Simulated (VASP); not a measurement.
Set up this calculation in VASP 6.6.1, as the native input.

```
Task                   : single point
Functional             : LDA
Potentials or basis    : VASP PAW LDA potentials, release 64 (Mg)
Cutoff                 : 520 eV
k mesh                 : 20 × 20 × 20
Occupations            : gaussian, width 0.1 eV
Spin                   : no spin polarisation
Dipole correction      : no
Further INCAR settings : ALGO = Normal; EDIFF = 1e-07; NBANDS = 7
```

The structure of Mg lies in POSCAR:

```
Mg
1.0
   -1.6378494654      1.6378494654      1.6378494654
    1.6378494654     -1.6378494654      1.6378494654
    1.6378494654      1.6378494654     -1.6378494654
Mg
1
Direct
    0.0000000000      0.0000000000      0.0000000000
```

The input as run:

INCAR

```
SYSTEM = Mg
PREC     = Accurate       ! precision mode
ENCUT    = 520            ! plane-wave cutoff, eV
EDIFF    = 1E-7           ! SCF threshold, eV
ISMEAR   = 0              ! smearing method
SIGMA    = 0.1            ! smearing width, eV
LREAL    = .False.        ! projectors in reciprocal space
LASPH    = .True.         ! aspherical terms in the spheres
NELM     = 100            ! most SCF steps
ALGO     = Normal         ! electronic algorithm
ISIF     = 2              ! what is computed and relaxed
LWAVE    = .False.        ! write WAVECAR
LCHARG   = .False.        ! write CHGCAR
NBANDS   = 7              ! bands
```

KPOINTS

```
Automatic mesh
0
Gamma
  20 20 20
  0 0 0
```

Potentials or basis: VASP PAW LDA potentials, release 64 (Mg).

Command:

```sh
$ cat potpaw_LDA.64/Mg/POTCAR > POTCAR
$ mpirun -np 1 vasp_std > vasp.out
```

Results of the run:

```yaml
Pressure: 11.7 GPa
Band_gap_on_the_k_mesh: zero (band 1 reaches 8.14 eV, above the bottom of band 2 at 3.13 eV)
```

It took 13 s on 1 thread of Intel Xeon 6975P-C (shared host), peak memory 0.15 GiB.
